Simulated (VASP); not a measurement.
# GaP (F-43m) in VASP: notebook, part 2 of 3

VASP 6.6.1. Earlier steps stand in the parts before.

## Step 4: Single point, BLYP

INCAR reads:

```
PREC     = Accurate       # precision mode
ENCUT    = 520            # plane-wave cutoff, eV
EDIFF    = 1E-6           # SCF threshold, eV
ISMEAR   = 0              # smearing method
SIGMA    = 0.01           # smearing width, eV
LREAL    = False          # projectors in reciprocal space
LASPH    = True           # aspherical terms in the spheres
NELM     = 60             # most SCF steps
ALGO     = Normal         # electronic algorithm
ISIF     = 2              # what is computed and relaxed
LWAVE    = False          # write WAVECAR
LCHARG   = False          # write CHGCAR
GGA      = B5             # functional
ALDAX    = 1.0          
AGGAX    = 1.0          
AGGAC    = 1.0          
ALDAC    = 0.0          
NBANDS   = 16             # bands
```

KPOINTS reads:

```
Automatic mesh
0
Gamma
  6 6 6
```

POSCAR reads:

```
GaP
1.0
    3.8540860000      0.0000000000      0.0000000000
    1.9270430000      3.3377363844      0.0000000000
    1.9270430000      1.1125787948      3.1468480416
Ga P
1 1
Direct
    0.0000000000      0.0000000000      0.0000000000
    0.2500000000      0.2500000000      0.2500000000
```

Potentials or basis: VASP PAW PBE potentials, release 64 (Ga_d, P).

On the command line:

```console
cat potpaw_PBE.64/Ga_d/POTCAR potpaw_PBE.64/P/POTCAR > POTCAR
mpirun -np 1 vasp_std > vasp.out
```

OUTCAR:

```text
PREC = Accurate
   ENCUT = 520
   EDIFF = 1E-6
   ISMEAR = 0
   LREAL = False
   LASPH = True
   NELM = 60
   ISIF = 2
   GGA = B5

 ion  position               nearest neighbor table
   1  0.000  0.000  0.000-   2 2.36   2 2.36   2 2.36   2 2.36
   2  0.250  0.250  0.250-   1 2.36   1 2.36   1 2.36   1 2.36

  LATTYP: Found a face centered cubic cell.
 ALAT       =     5.4505006918

  Lattice vectors:

 A1 = (   3.8540860000,   0.0000000000,   0.0000000000)
 A2 = (   1.9270430000,   3.3377363844,   0.0000000000)
 A3 = (   1.9270430000,   1.1125787948,   3.1468480416)

Analysis of symmetry for initial positions (statically):
=====================================================================
 Subroutine PRICEL returns:
 Original cell was already a primitive cell.

 Routine SETGRP: Setting up the symmetry group for a
 face centered cubic supercell.

 Subroutine GETGRP returns: Found 24 space group operations
 (whereof 24 operations were pure point group operations)
 out of a pool of 48 trial point group operations.

The static configuration has the point symmetry T_d .

Analysis of symmetry for dynamics (positions and initial velocities):
=====================================================================
 Subroutine PRICEL returns:
 Original cell was already a primitive cell.

 Routine SETGRP: Setting up the symmetry group for a
 face centered cubic supercell.

 Subroutine GETGRP returns: Found 24 space group operations
 (whereof 24 operations were pure point group operations)
 out of a pool of 48 trial point group operations.

The dynamic configuration has the point symmetry T_d .

 Subroutine INISYM returns: Found 24 space group operations
 (whereof 24 operations are pure point group operations),
 and found     1 'primitive' translations

----------------------------------------------------------------------------------------

                                     Primitive cell

  volume of cell :      40.4808

  direct lattice vectors                    reciprocal lattice vectors
     3.854086000  0.000000000  0.000000000     0.259464890 -0.149802124 -0.105926098
     1.927043000  3.337736384  0.000000000     0.000000000  0.299604248 -0.105926098
     1.927043000  1.112578795  3.146848042     0.000000000  0.000000000  0.317778293

  length of vectors
     3.854086000  3.854086000  3.854086000     0.317778293  0.317778293  0.317778293

  position of ions in fractional coordinates (direct lattice)
     0.000000000  0.000000000  0.000000000
     0.250000000  0.250000000  0.250000000

  ion indices of the primitive-cell ions
   primitive index   ion index
                 1           1
                 2           2

----------------------------------------------------------------------------------------

 KPOINTS: Automatic mesh

Automatic generation of k-mesh.
 Grid dimensions read from file:
 generate k-points for:    6    6    6

 Generating k-lattice:

  Cartesian coordinates                     Fractional coordinates (reciprocal lattice)
     0.043244148 -0.024967021 -0.017654350     0.166666667  0.000000000  0.000000000
     0.000000000  0.049934041 -0.017654350     0.000000000  0.166666667  0.000000000
     0.000000000  0.000000000  0.052963049     0.000000000  0.000000000  0.166666667

  Length of vectors
     0.052963049  0.052963049  0.052963049

  Shift w.r.t. Gamma in fractional coordinates (k-lattice)
     0.000000000  0.000000000  0.000000000

 Subroutine IBZKPT returns following result:
 ===========================================

 Found     16 irreducible k-points:

 Following reciprocal coordinates:
            Coordinates               Weight
  0.000000  0.000000  0.000000      1.000000
  0.166667 -0.000000 -0.000000      8.000000
  0.333333  0.000000 -0.000000      8.000000
  0.500000  0.000000 -0.000000      4.000000
  0.166667  0.166667 -0.000000      6.000000
  0.333333  0.166667 -0.000000     24.000000
[... 8 lines left out ...]
 -0.333333  0.333333  0.166667     24.000000
 -0.333333  0.500000  0.166667     12.000000
   k-points           NKPTS =     16   k-points in BZ     NKDIM =     16   number of bands    NBANDS=     16
   number of dos      NEDOS =    301   number of ions     NIONS =      2
   total plane-waves  NPLWV =  27000
   dimension x,y,z NGX =    30 NGY =   30 NGZ =   30
   dimension x,y,z NGXF=    60 NGYF=   60 NGZF=   60
   ions per type =               1   1
   NGX,Y,Z   is equivalent  to a cutoff of  12.94, 12.94, 12.94 a.u.
   NGXF,Y,Z  is equivalent  to a cutoff of  25.88, 25.88, 25.88 a.u.
 SYSTEM =  unknown system
   PREC   = accura    normal or accurate (medium, high low for compatibility)
   ISTART =      0    job   : 0-new  1-cont  2-samecut
   ICHARG =      2    charge: 1-file 2-atom 10-const
   ISPIN  =      1    spin polarized calculation?
   LNONCOLLINEAR =      F non collinear calculations
   LSORBIT =      F    spin-orbit coupling
   LASPH  =      T    aspherical Exc in radial PAW
   ENCUT  =  520.0 eV  38.22 Ry    6.18 a.u.   7.17  7.17  7.17*2*pi/ulx,y,z
   NELM   =     60;   NELMIN=  2; NELMDL= -5     # of ELM steps
   EDIFF  = 0.1E-05   stopping-criterion for ELM
   LREAL  =      F    real-space projection
[... 7 lines left out ...]
   TEBEG  =    0.0;   TEEND  =   0.0 temperature during run
   PSTRESS=    0.0 pullay stress
   NELECT =      18.0000    total number of electrons
   NUPDOWN=      -1.0000    fix difference up-down
   EMIN   =  10.00;   EMAX   =-10.00  energy-range for DOS
   EFERMI =   0.00;   METHOD = LEGACY
   ISMEAR =     0;   SIGMA  =   0.01  broadening in eV -4-tet -1-fermi 0-gaus
   EFERMI_NEDOS =   21; number of points for ismear=-14 and -15
   IALGO  =     38    algorithm
   IMIX   =      4    mixing-type and parameters
     AMIX     =   0.40;   BMIX     =  1.00
     AMIX_MAG =   1.60;   BMIX_MAG =  1.00
  volume/ion in A,a.u.               =      20.24       136.59
  Fermi-wavevector in a.u.,A,eV,Ry     =   1.249537  2.361283 21.243371  1.561344
  Thomas-Fermi vector in A             =   2.383573
   LORBIT       =      0    0 simple, 1 ext, 2 COOP (PROOUT), +10 PAW based schemes
   GGA     = B5    functional components
   LHFCALC =     F    Hartree Fock is set to
   AEXX    =    0.0000 exact exchange contribution
   IVDW    =     0    specifies the selected vdW correction
   LEPSILON=     F    determine dielectric tensor
   LRPA    =     F    only Hartree local field effects (RPA)
 non-spin polarized calculation
 Gauss-broadening in eV      SIGMA  =   0.01
  energy-cutoff  :      520.00
  volume of cell :       40.48
 maximum number of plane-waves:      1113
 NGX is ok and might be reduce to    30
   NGX = 15   NGY = 15   NGZ = 15

 number of electron      17.9999989 magnetization

 Free energy of the ion-electron system (eV)
  ---------------------------------------------------
  ext. energy  EPLUGINS =         0.00000000
  ---------------------------------------------------
  free energy    TOTEN  =        -7.73383321 eV

  energy without entropy =       -7.73383321  energy(sigma->0) =       -7.73383321

 E-fermi :   5.1318     XC(G=0):  -9.2570

 val. band max:        5.0727499139   @ k =   0.0000   0.0000   0.0000
 cond. band min:       6.7514730268   @ k =   0.5000   0.0000  -0.0000
 fundamental gap:      1.6787231129
 Fermi energy:         5.1317590709

 k-point     1 :       0.0000    0.0000    0.0000
  band No.  band energies     occupation
      1      -9.5557      2.00000
      2      -9.5557      2.00000
      3      -9.5557      2.00000
      4      -9.4564      2.00000
      5      -9.4564      2.00000
      6      -7.3968      2.00000
[... 8 lines left out ...]
     15      15.0112      0.00000
     16      15.0112      0.00000

 k-point     2 :       0.1667   -0.0000   -0.0000
  band No.  band energies     occupation
      1      -9.5777      2.00000
      2      -9.5480      2.00000
      3      -9.5480      2.00000
      4      -9.4562      2.00000
      5      -9.4562      2.00000
      6      -7.0442      2.00000
[... 8 lines left out ...]
     15      14.2134      0.00000
     16      15.3338      0.00000
[... 235 lines left out ...]
      5      -9.4487      2.00000
      6      -4.6985      2.00000
[... 8 lines left out ...]
     15      17.5971      0.00000
     16      17.9434      0.00000

 k-point    16 :      -0.3333    0.5000    0.1667
  band No.  band energies     occupation
      1      -9.6573      2.00000
      2      -9.5106      2.00000
      3      -9.4959      2.00000
      4      -9.4765      2.00000
      5      -9.4433      2.00000
      6      -4.3960      2.00000
[... 8 lines left out ...]
     15      17.0585      0.00000
     16      18.7506      0.00000

------------------------ aborting loop because EDIFF is reached ----------------------------------------

  FORCE on cell =-STRESS in cart. coord.  units (eV):
  Direction    XX          YY          ZZ          XY          YZ          ZX
  --------------------------------------------------------------------------------------
  -------------------------------------------------------------------------------------
  Total        1.6341190      1.6341190      1.6341190     -0.0000000     -0.0000000     -0.0000000
  in kB       64.6762842     64.6762842     64.6762842     -0.0000000     -0.0000000     -0.0000000
  external PRESSURE =      64.6762842 kB  Pullay stress =       0.0000000 kB

 VOLUME and BASIS-vectors are now :
 -----------------------------------------------------------------------------
  energy-cutoff  :      520.00
  volume of cell :       40.48
      direct lattice vectors                 reciprocal lattice vectors
     3.854086000  0.000000000  0.000000000     0.259464890 -0.149802124 -0.105926098
     1.927043000  3.337736384  0.000000000     0.000000000  0.299604248 -0.105926098
     1.927043000  1.112578795  3.146848042     0.000000000  0.000000000  0.317778293

 POSITION                                       TOTAL-FORCE (eV/Angst)
 -----------------------------------------------------------------------------------
      0.00000      0.00000      0.00000         0.000000      0.000000     -0.000000
      1.92704      1.11258      0.78671        -0.000000     -0.000000      0.000000
 -----------------------------------------------------------------------------------
    total drift:                                0.000000      0.000000      0.000000

  FREE ENERGIE OF THE ION-ELECTRON SYSTEM (eV)
  ---------------------------------------------------
  free  energy   TOTEN  =        -7.7338332061 eV

  energy  without entropy=       -7.7338332061  energy(sigma->0) =       -7.73383321
```

It took 13 s on 1 thread of Intel Xeon 6975P-C (Granite Rapids), shared host; peak memory 0.16 GiB.

What came out:

```yaml
Free_energy: -7.7338 eV
Pressure: 6.5 GPa
Band_gap_on_the_k_mesh: 1.68 eV, indirect (least direct gap 1.73 eV)
```

Levels at points of the mesh, in eV from the valence-band top:
```csv
k point,band 7,band 8,band 9,band 10,band 11,band 12
"(0.00, 0.00, 0.00)",0.00,0.00,0.00,1.73,3.94,3.94
"(0.50, 0.00, 0.00)",-6.59,-1.11,-1.11,1.68,4.82,4.82
"(0.50, 0.50, 0.00)",-6.76,-2.65,-2.65,1.82,1.93,10.57
```

Caveat: the PAW data sets were made with another functional, which shifts forces and pressure a little. A k mesh can miss the band edges.

(Continued in part 3 of 3.)
